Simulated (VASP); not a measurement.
# Si10H5Cl in VASP: notebook

Si10H5Cl is run at these levels: PBEsol; tasks: single point.

Program: VASP 6.6.1. These are calculated values, not measurements. Logs are shortened: lines on timing, memory, paths and dates and some standing lists are left out, and cuts for length are marked.

### Step 1. The cell of the first run

The cell holds a slab with vacuum, 32 atoms: a = 7.679 Å, b = 7.679 Å, c = 20.254 Å, α = 90.00°, β = 90.00°, γ = 90.00°.

### Step 2. Single point, PBEsol

INCAR reads:

```
SYSTEM = Si10H5Cl
  PREC = Accurate
  ENCUT = 520
  EDIFF = 1E-7
  ISMEAR = -1
  SIGMA = 0.02
  LREAL = Auto
  LASPH = .True.
  NELM = 100
  ALGO = Normal
  ISIF = 2
  LWAVE = .False.
  LCHARG = .False.
  GGA = PS
  NBANDS = 74
```

KPOINTS reads:

```
regular mesh
0
Gamma
  2 2 1
  0 0 0
```

POSCAR reads:

```
Si10H5Cl
1.0
    7.6791800000      0.0000000000      0.0000000000
    0.0000000000      7.6791800000      0.0000000000
    0.0000000000      0.0000000000     20.2543620000
H Si Cl
10 20 2
Direct
    0.4093920184      0.0000000000      0.0493720809
    0.0906079816      0.0000000000      0.0493720809
    0.9093920184      0.0000000000      0.0493720809
    0.5906079816      0.0000000000      0.0493720809
    0.4093920184      0.5000000000      0.0493720809
    0.0906079816      0.5000000000      0.0493720809
    0.9093920184      0.5000000000      0.0493720809
    0.5906079816      0.5000000000      0.0493720809
    0.2480436713      0.4646835990      0.4245106313
    0.7470791152      0.4682438750      0.4208901273
    0.2500000000      0.0000000000      0.0921036170
    0.7500000000      0.0000000000      0.0921036170
    0.2500000000      0.5000000000      0.0921036170
    0.7500000000      0.5000000000      0.0921036170
    0.2388615712      0.2500756591      0.1552217246
    0.7423747067      0.2508989241      0.1553307381
    0.2480426296      0.7503668360      0.1604626697
    0.7502123925      0.7483258629      0.1610670827
   -0.0101707474      0.2511264224      0.2210139228
    0.4897114015      0.2553535664      0.2181006244
    0.0000097667      0.7497956813      0.2304758847
    0.4976144588      0.7466501632      0.2284810057
   -0.0042142520      0.0110214893      0.2930172770
    0.4983313323      0.0119270547      0.2862100026
    0.0039220333      0.4888240672      0.2931873638
    0.4940976771      0.4883422449      0.2929084115
    0.2515461286      0.0788773020      0.3489834930
    0.7376699075      0.1067486372      0.3476575564
    0.2495856328      0.3975376277      0.3548575857
    0.7496784813      0.4160967707      0.3493771860
    0.6414733083      0.0664693366      0.4439207219
    0.2247565495     -0.0888895689      0.4298209936
```

Potentials or basis: VASP PAW PBE potentials, release 64 (H, Si, Cl).

Command:

```console
cat potpaw_PBE.64/H/POTCAR potpaw_PBE.64/Si/POTCAR potpaw_PBE.64/Cl/POTCAR > POTCAR
mpirun -np 1 vasp_std > vasp.out
```

OUTCAR:

```text
SYSTEM = Si10H5Cl
   PREC = Accurate
   ENCUT = 520
   EDIFF = 1E-7
   ISMEAR = -1
   LREAL = Auto
   LASPH = .True.
   NELM = 100
   ISIF = 2
   GGA = PS

 ion  position               nearest neighbor table
   1  0.409  0.000  0.049-  11 1.50
   2  0.091  0.000  0.049-  11 1.50
   3  0.909  0.000  0.049-  12 1.50
   4  0.591  0.000  0.049-  12 1.50
   5  0.409  0.500  0.049-  13 1.50
   6  0.091  0.500  0.049-  13 1.50
   7  0.909  0.500  0.049-  14 1.50
   8  0.591  0.500  0.049-  14 1.50
   9  0.248  0.465  0.425-  29 1.50
  10  0.747  0.468  0.421-  30 1.50
  11  0.250  0.000  0.092-   1 1.50   2 1.50  15 2.31  17 2.36
  12  0.750  0.000  0.092-   3 1.50   4 1.50  16 2.31  18 2.38
  13  0.250  0.500  0.092-   5 1.50   6 1.50  15 2.31  17 2.37
  14  0.750  0.500  0.092-   7 1.50   8 1.50  16 2.30  18 2.36
  15  0.239  0.250  0.155-  13 2.31  11 2.31  20 2.31  19 2.33
  16  0.742  0.251  0.155-  14 2.30  12 2.31  19 2.32  20 2.32
[... 12 lines left out ...]
  29  0.250  0.398  0.355-   9 1.50  26 2.36  25 2.37  27 2.45
  30  0.750  0.416  0.349-  10 1.50  25 2.33  26 2.34  28 2.38
  31  0.641  0.066  0.444-  28 2.11
  32  0.225  0.911  0.430-  27 2.09

  LATTYP: Found a simple tetragonal cell.
 ALAT       =     7.6791800000
 C/A-ratio  =     2.6375683341

  Lattice vectors:

 A1 = (   7.6791800000,   0.0000000000,   0.0000000000)
 A2 = (   0.0000000000,   7.6791800000,   0.0000000000)
 A3 = (   0.0000000000,   0.0000000000,  20.2543620000)

Analysis of symmetry for initial positions (statically):
=====================================================================
 Subroutine PRICEL returns:
 Original cell was already a primitive cell.

 Routine SETGRP: Setting up the symmetry group for a
 simple tetragonal supercell.

 Subroutine GETGRP returns: Found  1 space group operations
 (whereof  1 operations were pure point group operations)
 out of a pool of 16 trial point group operations.

The static configuration has the point symmetry C_1 .

Analysis of symmetry for dynamics (positions and initial velocities):
=====================================================================
 Subroutine PRICEL returns:
 Original cell was already a primitive cell.

 Routine SETGRP: Setting up the symmetry group for a
 simple tetragonal supercell.

 Subroutine GETGRP returns: Found  1 space group operations
 (whereof  1 operations were pure point group operations)
 out of a pool of 16 trial point group operations.

The dynamic configuration has the point symmetry C_1 .

 Subroutine INISYM returns: Found  1 space group operations
 (whereof  1 operations are pure point group operations),
 and found     1 'primitive' translations

----------------------------------------------------------------------------------------

                                     Primitive cell

  volume of cell :    1194.3958

  direct lattice vectors                    reciprocal lattice vectors
     7.679180000  0.000000000  0.000000000     0.130222237  0.000000000  0.000000000
     0.000000000  7.679180000  0.000000000     0.000000000  0.130222237  0.000000000
     0.000000000  0.000000000 20.254362000     0.000000000  0.000000000  0.049372081

  length of vectors
     7.679180000  7.679180000 20.254362000     0.130222237  0.130222237  0.049372081

  position of ions in fractional coordinates (direct lattice)
     0.409392018  0.000000000  0.049372081
     0.090607982  0.000000000  0.049372081
     0.909392018  0.000000000  0.049372081
     0.590607982  0.000000000  0.049372081
     0.409392018  0.500000000  0.049372081
     0.090607982  0.500000000  0.049372081
[... 24 lines left out ...]
     0.641473308  0.066469337  0.443920722
     0.224756550  0.911110431  0.429820994

  ion indices of the primitive-cell ions
   primitive index   ion index
                 1           1
                 2           2
                 3           3
                 4           4
                 5           5
                 6           6
[... 24 lines left out ...]
                31          31
                32          32

----------------------------------------------------------------------------------------

 KPOINTS: regular mesh

Automatic generation of k-mesh.
 Grid dimensions read from file:
 generate k-points for:    2    2    1

 Generating k-lattice:

  Cartesian coordinates                     Fractional coordinates (reciprocal lattice)
     0.065111119  0.000000000  0.000000000     0.500000000  0.000000000  0.000000000
     0.000000000  0.065111119  0.000000000     0.000000000  0.500000000  0.000000000
     0.000000000  0.000000000  0.049372081     0.000000000  0.000000000  1.000000000

  Length of vectors
     0.065111119  0.065111119  0.049372081

  Shift w.r.t. Gamma in fractional coordinates (k-lattice)
     0.000000000  0.000000000  0.000000000

 Subroutine IBZKPT returns following result:
 ===========================================

 Found      4 irreducible k-points:

 Following reciprocal coordinates:
            Coordinates               Weight
  0.000000  0.000000  0.000000      1.000000
  0.500000  0.000000  0.000000      1.000000
  0.000000  0.500000  0.000000      1.000000
  0.500000  0.500000  0.000000      1.000000
   k-points           NKPTS =      4   k-points in BZ     NKDIM =      4   number of bands    NBANDS=     74
   number of dos      NEDOS =    301   number of ions     NIONS =     32
   total plane-waves  NPLWV = 576000
   dimension x,y,z NGX =    60 NGY =   60 NGZ =  160
   dimension x,y,z NGXF=   120 NGYF=  120 NGZF=  320
   ions per type =              10  20   2
   NGX,Y,Z   is equivalent  to a cutoff of  12.99, 12.99, 13.13 a.u.
   NGXF,Y,Z  is equivalent  to a cutoff of  25.98, 25.98, 26.27 a.u.
 SYSTEM =  Si10H5Cl
   PREC   = accura    normal or accurate (medium, high low for compatibility)
   ISTART =      0    job   : 0-new  1-cont  2-samecut
   ICHARG =      2    charge: 1-file 2-atom 10-const
   ISPIN  =      1    spin polarized calculation?
   LNONCOLLINEAR =      F non collinear calculations
   LSORBIT =      F    spin-orbit coupling
   LASPH  =      T    aspherical Exc in radial PAW
   ENCUT  =  520.0 eV  38.22 Ry    6.18 a.u.  14.28 14.28 37.66*2*pi/ulx,y,z
   NELM   =    100;   NELMIN=  2; NELMDL= -5     # of ELM steps
   EDIFF  = 0.1E-06   stopping-criterion for ELM
   LREAL  =      T    real-space projection
   EDIFFG = 0.1E-05   stopping-criterion for IOM
   NSW    =      0    number of steps for IOM
   IBRION =     -1    ionic relax: 0-MD 1-quasi-New 2-CG
   NFREE  =      0    steps in history (QN), initial steepest desc. (CG)
   ISIF   =      2    stress and relaxation
   ISYM   =      2    0-nonsym 1-usesym 2-fastsym
   POTIM  = 0.5000    time-step for ionic-motion
   TEBEG  =    0.0;   TEEND  =   0.0 temperature during run
   PSTRESS=    0.0 pullay stress
   NELECT =     104.0000    total number of electrons
   NUPDOWN=      -1.0000    fix difference up-down
   EMIN   =  10.00;   EMAX   =-10.00  energy-range for DOS
   EFERMI =   0.00;   METHOD = LEGACY
   ISMEAR =    -1;   SIGMA  =   0.02  broadening in eV -4-tet -1-fermi 0-gaus
   EFERMI_NEDOS =   21; number of points for ismear=-14 and -15
   IALGO  =     38    algorithm
   IMIX   =      4    mixing-type and parameters
     AMIX     =   0.40;   BMIX     =  1.00
     AMIX_MAG =   1.60;   BMIX_MAG =  1.00
  volume/ion in A,a.u.               =      37.32       251.88
  Fermi-wavevector in a.u.,A,eV,Ry     =   0.725610  1.371204  7.163599  0.526510
  Thomas-Fermi vector in A             =   1.816375
   LORBIT       =      0    0 simple, 1 ext, 2 COOP (PROOUT), +10 PAW based schemes
   GGA     = PS    functional components
   LHFCALC =     F    Hartree Fock is set to
   AEXX    =    0.0000 exact exchange contribution
   IVDW    =     0    specifies the selected vdW correction
   LEPSILON=     F    determine dielectric tensor
   LRPA    =     F    only Hartree local field effects (RPA)
 non-spin polarized calculation
  energy-cutoff  :      520.00
  volume of cell :     1194.40
 maximum number of plane-waves:     32216
 NGX is ok and might be reduce to    60
   NGX = 29   NGY = 29   NGZ = 75

 number of electron     104.0000007 magnetization

 Free energy of the ion-electron system (eV)
  ---------------------------------------------------
  ext. energy  EPLUGINS =         0.00000000
  ---------------------------------------------------
  free energy    TOTEN  =      -150.44669434 eV

  energy without entropy =     -150.44669434  energy(sigma->0) =     -150.44669434

 E-fermi :  -0.8056     XC(G=0):  -4.4773

 val. band max:       -1.2891713826   @ k =   0.0000   0.5000   0.0000
 cond. band min:      -0.1005362228   @ k =   0.0000   0.0000   0.0000
 fundamental gap:      1.1886351598
 Fermi energy:        -0.8056410893

 k-point     1 :       0.0000    0.0000    0.0000
  band No.  band energies     occupation
      1     -16.7618      2.00000
      2     -16.5704      2.00000
      3     -12.5032      2.00000
      4     -11.3755      2.00000
      5     -10.6708      2.00000
      6     -10.6049      2.00000
[... 56 lines left out ...]
     63       1.5510      0.00000
     64       1.8996      0.00000

 k-point     2 :       0.5000    0.0000    0.0000
  band No.  band energies     occupation
      1     -16.7469      2.00000
      2     -16.5864      2.00000
      3     -11.9904      2.00000
      4     -11.9628      2.00000
      5     -10.9275      2.00000
      6     -10.9142      2.00000
[... 56 lines left out ...]
     63       1.9666      0.00000
     64       2.0467      0.00000

 k-point     3 :       0.0000    0.5000    0.0000
  band No.  band energies     occupation
      1     -16.7612      2.00000
      2     -16.5704      2.00000
      3     -12.1994      2.00000
      4     -11.7093      2.00000
      5     -11.0931      2.00000
      6     -10.4814      2.00000
[... 56 lines left out ...]
     63       1.9321      0.00000
     64       2.0381      0.00000

 k-point     4 :       0.5000    0.5000    0.0000
  band No.  band energies     occupation
      1     -16.7464      2.00000
      2     -16.5862      2.00000
      3     -11.6785      2.00000
      4     -11.6475      2.00000
      5     -11.2122      2.00000
      6     -11.1783      2.00000
[... 56 lines left out ...]
     63       2.5581      0.00000
     64       2.5710      0.00000
 [bands above 64 left out]

------------------------ aborting loop because EDIFF is reached ----------------------------------------

  FORCE on cell =-STRESS in cart. coord.  units (eV):
  Direction    XX          YY          ZZ          XY          YZ          ZX
  --------------------------------------------------------------------------------------
  -------------------------------------------------------------------------------------
  Total       14.3522865     -0.7889066      1.9044874     -0.3790971     -0.0050936      2.5333290
  in kB       19.2523352     -1.0582491      2.5547030     -0.5085256     -0.0068327      3.3982389
  external PRESSURE =       6.9162631 kB  Pullay stress =       0.0000000 kB

 VOLUME and BASIS-vectors are now :
 -----------------------------------------------------------------------------
  energy-cutoff  :      520.00
  volume of cell :     1194.40
      direct lattice vectors                 reciprocal lattice vectors
     7.679180000  0.000000000  0.000000000     0.130222237  0.000000000  0.000000000
     0.000000000  7.679180000  0.000000000     0.000000000  0.130222237  0.000000000
     0.000000000  0.000000000 20.254362000     0.000000000  0.000000000  0.049372081

 POSITION                                       TOTAL-FORCE (eV/Angst)
 -----------------------------------------------------------------------------------
      3.14379      0.00000      1.00000        -0.469186     -0.036376     -0.020272
      0.69580      0.00000      1.00000         0.497946     -0.113433     -0.086418
      6.98338      0.00000      1.00000        -0.460292     -0.053679     -0.014497
      4.53539      0.00000      1.00000         0.488891     -0.114066     -0.058227
      3.14379      3.83959      1.00000        -0.453007      0.032150      0.002363
      0.69580      3.83959      1.00000         0.501341      0.135202     -0.109377
[... 24 lines left out ...]
      4.92599      0.51043      8.99133         0.509703     -0.234204      0.046451
      1.72595      6.99658      8.70575         0.057266      0.250965      0.165542
 -----------------------------------------------------------------------------------
    total drift:                                0.001256      0.001067     -0.039852

  FREE ENERGIE OF THE ION-ELECTRON SYSTEM (eV)
  ---------------------------------------------------
  free  energy   TOTEN  =      -150.4466943376 eV

  energy  without entropy=     -150.4466943376  energy(sigma->0) =     -150.44669434
```

It took 27 min on 1 thread of Intel Xeon Platinum 8375C at 2.90GHz (Ice Lake), shared host; peak memory 1.2 GiB.

Results:

```
Free energy            : -150.4467 eV
Largest force          : 0.563 eV/Å
Band gap on the k mesh : 1.19 eV, indirect (least direct gap 1.39 eV)
```

Forces on the atoms (eV/Å):
```
H   -0.469 -0.036 -0.020
H    0.498 -0.113 -0.086
H   -0.460 -0.054 -0.014
H    0.489 -0.114 -0.058
H   -0.453  0.032  0.002
H    0.501  0.135 -0.109
H   -0.465  0.050 -0.040
H    0.492  0.116 -0.073
H    0.002 -0.011  0.010
H   -0.008  0.042 -0.007
Si  -0.099 -0.230  0.013
Si  -0.059 -0.287  0.160
Si  -0.249  0.253  0.004
Si  -0.006  0.248 -0.039
Si   0.014  0.004 -0.007
Si   0.005  0.000  0.006
Si  -0.006  0.001 -0.001
Si  -0.010  0.000 -0.002
Si   0.019 -0.008 -0.021
Si   0.004 -0.005 -0.003
Si  -0.011 -0.006  0.001
Si  -0.011  0.007  0.008
Si  -0.095  0.000 -0.017
Si  -0.014  0.002  0.015
Si  -0.008 -0.004 -0.007
Si  -0.003  0.008 -0.008
Si  -0.098 -0.017 -0.040
Si  -0.059 -0.030  0.142
Si  -0.002  0.002 -0.010
Si  -0.007 -0.003 -0.010
Cl   0.510 -0.234  0.046
Cl   0.057  0.251  0.166
```

Levels at points of the mesh, in eV from the valence-band top:
```
           k point  band 49  band 50  band 51  band 52  band 53  band 54  band 55  band 56
(0.00, 0.00, 0.00)    -0.66    -0.49    -0.39    -0.20     1.19     1.55     1.64     1.93
(0.50, 0.00, 0.00)    -0.69    -0.55    -0.41    -0.39     1.99     2.06     2.22     2.38
(0.00, 0.50, 0.00)    -0.96    -0.91    -0.30     0.00     1.43     1.82     2.15     2.25
(0.50, 0.50, 0.00)    -1.05    -1.00    -0.76    -0.62     2.17     2.29     2.33     2.41
```

Caveat: the PAW data sets were made with another functional, which shifts forces and pressure a little.

### Step 3. Single point, PBEsol

INCAR reads:

```
ALGO = Normal
EDIFF = 1E-6
ENCUT = 520
GGA = PS
ISIF = 2
ISMEAR = -1
LASPH = T
LCHARG = F
LREAL = Auto
LWAVE = F
NBANDS = 74
NELM = 100
PREC = Accurate
SIGMA = 0.02
```

KPOINTS reads:

```
k-points
0
Gamma
  2 2 1
```

POSCAR reads:

```
Si10H5Cl
1.0
    7.6791800000      0.0000000000      0.0000000000
    0.0000000000      7.6791800000      0.0000000000
    0.0000000000      0.0000000000     20.2543620000
H Si Cl
10 20 2
Direct
    0.4093920184      0.0000000000      0.0493720809
    0.0906079816      0.0000000000      0.0493720809
    0.9093920184      0.0000000000      0.0493720809
    0.5906079816      0.0000000000      0.0493720809
    0.4093920184      0.5000000000      0.0493720809
    0.0906079816      0.5000000000      0.0493720809
    0.9093920184      0.5000000000      0.0493720809
    0.5906079816      0.5000000000      0.0493720809
    0.2500837329      0.4167198842      0.4249113845
    0.7472480135      0.3839335710      0.4236806867
    0.2500000000      0.0000000000      0.0921036170
    0.7500000000      0.0000000000      0.0921036170
    0.2500000000      0.5000000000      0.0921036170
    0.7500000000      0.5000000000      0.0921036170
    0.2714090567      0.2432016179      0.1568028655
    0.7663030428      0.2516400189      0.1531241517
    0.2435365495      0.7453513266      0.1614665029
    0.7376256319      0.7443220500      0.1630722804
    0.0152705107      0.2327755047      0.2171319442
    0.5275637503      0.2270834907      0.2214144785
   -0.0084783792      0.7182740866      0.2280680576
    0.4837447488      0.7246784162      0.2346011689
   -0.0283969122     -0.0158888058      0.2819412924
    0.4693913934     -0.1004598147      0.3321221374
   -0.0079560578      0.4580861498      0.2944809617
    0.4845935373      0.4572035035      0.2930123891
    0.1998057084      0.0483244305      0.3556905915
    0.6910364127      0.0885296347      0.3091311393
    0.2380532817      0.3622177107      0.3537561934
    0.7342221435      0.3733709849      0.3498224728
    0.1299194706     -0.0468121596      0.4484826034
    0.5342237062     -0.2534774546      0.4147402915
```

Potentials or basis: VASP PAW PBE potentials, release 64 (H, Si, Cl).

Command:

```console
cat potpaw_PBE.64/H/POTCAR potpaw_PBE.64/Si/POTCAR potpaw_PBE.64/Cl/POTCAR > POTCAR
mpirun -np 1 vasp_std > vasp.out
```

Run time: 13 min. Hardware: 1 thread of Intel Xeon 6975P-C (Granite Rapids), shared host; peak memory 1.2 GiB.

Results (log left out):

- Free energy: -149.5649 eV
- Largest force: 0.584 eV/Å
- Band gap on the k mesh: 1.30 eV, indirect (least direct gap 1.38 eV)

Forces in eV/Å, atoms in the order of the input:
```
H   -0.476 -0.243 -0.086
H    0.442 -0.034 -0.029
H   -0.457 -0.276 -0.059
H    0.452 -0.069 -0.032
H   -0.499  0.119 -0.110
H    0.401 -0.143  0.036
H   -0.477  0.284 -0.102
H    0.484 -0.075 -0.087
H   -0.010  0.077 -0.010
H    0.009  0.111  0.007
Si   0.000 -0.525  0.126
Si  -0.058 -0.484  0.274
Si   0.470 -0.133  0.321
Si  -0.158  0.442 -0.204
Si   0.009  0.001  0.011
Si   0.000  0.004 -0.002
Si  -0.005  0.011 -0.005
Si   0.006  0.010 -0.007
Si  -0.002  0.037 -0.002
Si   0.000  0.031  0.010
Si  -0.005  0.050  0.002
Si   0.005  0.046 -0.013
Si   0.001  0.047  0.016
Si  -0.015  0.039  0.016
Si  -0.002  0.067 -0.011
Si   0.001  0.072 -0.008
Si  -0.004  0.087  0.029
Si   0.005  0.058  0.008
Si   0.005  0.081 -0.021
Si   0.000  0.073 -0.001
Cl   0.075  0.204  0.016
Cl  -0.197  0.030 -0.083
```

Levels at points of the mesh, in eV from the valence-band top:
```tsv
k point	band 50	band 51	band 52	band 53	band 54	band 55
(0.00, 0.00, 0.00)	-0.40	-0.31	-0.08	1.30	1.64	1.75
(0.50, 0.00, 0.00)	-0.36	-0.26	-0.07	1.71	2.09	2.22
(0.00, 0.50, 0.00)	-0.45	-0.29	0.00	1.52	1.91	2.07
(0.50, 0.50, 0.00)	-0.63	-0.42	-0.21	1.84	2.14	2.36
```

Caveat: the PAW data sets were made with another functional, which shifts forces and pressure a little.
